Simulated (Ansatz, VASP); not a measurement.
**ZnCu: VASP beside Ansatz**

The input INCAR:

```
SYSTEM = ZnCu
PREC     = Accurate       ! precision mode
ENCUT    = 520            ! plane-wave cutoff, eV
EDIFF    = 1E-6           ! SCF threshold, eV
ISMEAR   = -1             ! smearing method
SIGMA    = 0.05           ! smearing width, eV
LREAL    = .FALSE.        ! projectors in reciprocal space
LASPH    = .TRUE.         ! aspherical terms in the spheres
NELM     = 60             ! most SCF steps
ALGO     = Normal         ! electronic algorithm
ISIF     = 2              ! what is computed and relaxed
LWAVE    = .FALSE.        ! write WAVECAR
LCHARG   = .TRUE.         ! write CHGCAR
GGA      = PS             ! functional
LELF     = .TRUE.         ! ELF
LVHAR    = .TRUE.       
NBANDS   = 18             ! bands
```

KPOINTS

```
Automatic mesh
0
G
  14 14 14
  0 0 0
```

Contents of POSCAR:

```
ZnCu
1.0
    3.0027597620      0.0000000000      0.0000000000
    0.0000000000      3.0027597620      0.0000000000
    0.0000000000      0.0000000000      3.0027597620
Zn Cu
1 1
Direct
    0.5000000000      0.5000000000      0.5000000000
    0.0000000000      0.0000000000      0.0000000000
```

Input for Ansatz:

```yaml
crystal:
  lattice:
    - [3.002759762, 0.0, 0.0]
    - [0.0, 3.002759762, 0.0]
    - [0.0, 0.0, 3.002759762]
  atoms:
    - { symbol: Zn, position: [0.5, 0.5, 0.5] }
    - { symbol: Cu, position: [0.0, 0.0, 0.0] }
kpoints:
  mp_grid: { grid: [14, 14, 14] }
  band_path:
    path:
      - [0.0, 0.0, 0.0]
      - [0.0, 0.5, 0.0]
      - [0.5, 0.5, 0.0]
      - [0.0, 0.0, 0.0]
      - [0.5, 0.5, 0.5]
      - [0.0, 0.5, 0.0]
      - [0.5, 0.5, 0.5]
      - [0.5, 0.5, 0.0]
    npoints: 5
scf:
  occupations: { method: fermi_dirac, width: 0.05 }
hamiltonian:
  xc: pbesol
  pseudopotentials: { kind: all_electron, lapw: { basis_error: 0.0005 } }
output:
  forces: true
  stress: true
  eigenvalues: true
```

Change from the starting cell: volume scaled by 1.06.

Alike in both runs: task single point; functional PBEsol; k mesh 14 × 14 × 14; occupations fermi-dirac, width 0.05 eV; no spin polarisation.

```csv
,VASP,Ansatz
version,VASP 6.6.1,Ansatz 0.2.0
potentials or method,"VASP PAW PBE potentials, release 64 (Zn, Cu), cutoff 520 eV","all-electron LAPW, scalar-relativistic"
```

VASP gave:

* pressure (GPa): -9.8

Question: What did Ansatz give for the same quantities?

Answer: Pressure (GPa): -10.4.

VASP's potentials were made for PBE, not for PBEsol. Ansatz ran all-electron here, and VASP with PAW potentials.
